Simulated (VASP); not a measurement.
Wanted: the native input for a VASP 6.6.1 run.

| Property | Result |
| --- | --- |
| Task | relaxation of cell and atoms |
| Functional | PBE |
| Potentials or basis | VASP PAW PBE potentials, release 64 (Cu, Ni) |
| Cutoff | 600 eV |
| k mesh | 6 × 6 × 2 |
| Occupations | gaussian, width 0.1 eV |
| Spin | collinear spin, ferromagnetic start |
| Starting moments | [0.0, 0.0, 0.0, 0.0, 0.25, 0.25] μB |
| Dipole correction | no |
| Further INCAR settings | ALGO = Normal; EDIFF = 1e-06; IBRION = 2; EDIFFG = -0.04; NSW = 90; ISIF = 3 |

The structure of Cu2Ni lies in POSCAR:

```
Cu2Ni
1.0
    2.6998521964      0.0000000000      0.0000000000
   -1.3499260982      2.3381405886      0.0000000000
    0.0000000000      0.0000000000     10.5013179172
Cu Ni
4 2
Direct
    0.3333333333      0.6666666667      0.6275000000
    0.6666666667      0.3333333333      0.1275000000
    0.3333333333      0.6666666667      0.8725000000
    0.6666666667      0.3333333333      0.3725000000
    0.3333333333      0.6666666667      0.2500000000
    0.6666666667      0.3333333333      0.7500000000
```

One way to write it, as run:

INCAR

```
ALGO = Normal ; EDIFF = 1E-6
EDIFFG = -0.04 ; ENCUT = 600
GGA = PE ; IBRION = 2
ISIF = 3 ; ISMEAR = 0
ISPIN = 2 ; LASPH = True
LCHARG = False ; LMAXMIX = 4
LORBIT = 11 ; LREAL = False
LWAVE = False ; MAGMOM = 0 0 0 0 0.25 0.25
NELM = 150 ; NSW = 90
PREC = Accurate ; SIGMA = 0.1
```

KPOINTS

```
k-points
0
Gamma
  6 6 2
```

Potentials or basis: VASP PAW PBE potentials, release 64 (Cu, Ni).

Run with:

```bash
$ cat potpaw_PBE.64/Cu/POTCAR potpaw_PBE.64/Ni/POTCAR > POTCAR
$ mpirun -np 1 vasp_std > vasp.out
```

Results of the run:

The relaxed volume is 11.51 Å³/atom, the relaxed cell is a = 2.519 Å, b = 2.519 Å, c = 12.570 Å, α = 90.00°, β = 90.00°, γ = 120.00° and the space group after relaxing (to 0.05 Å) is P6_3/mmc (No. 194). The energy gained by relaxing is 1692.1 meV/atom. The ionic steps are 13 and the pressure after relaxing is 0.3 GPa. The largest force after relaxing is 0.025 eV/Å, the band gap on the k mesh is zero (filled and empty bands overlap) and the net moment is 0.00 μB per cell. The valence electrons inside the program's atomic spheres are Cu 10.02; Ni 9.27.

Caveat: the k points lie up to 0.48 Å⁻¹ apart in the final cell.

It took 20 min on 1 thread of AMD EPYC 7R43 64-Core Processor (Zen 3), on a shared host, peak memory 0.25 GiB.
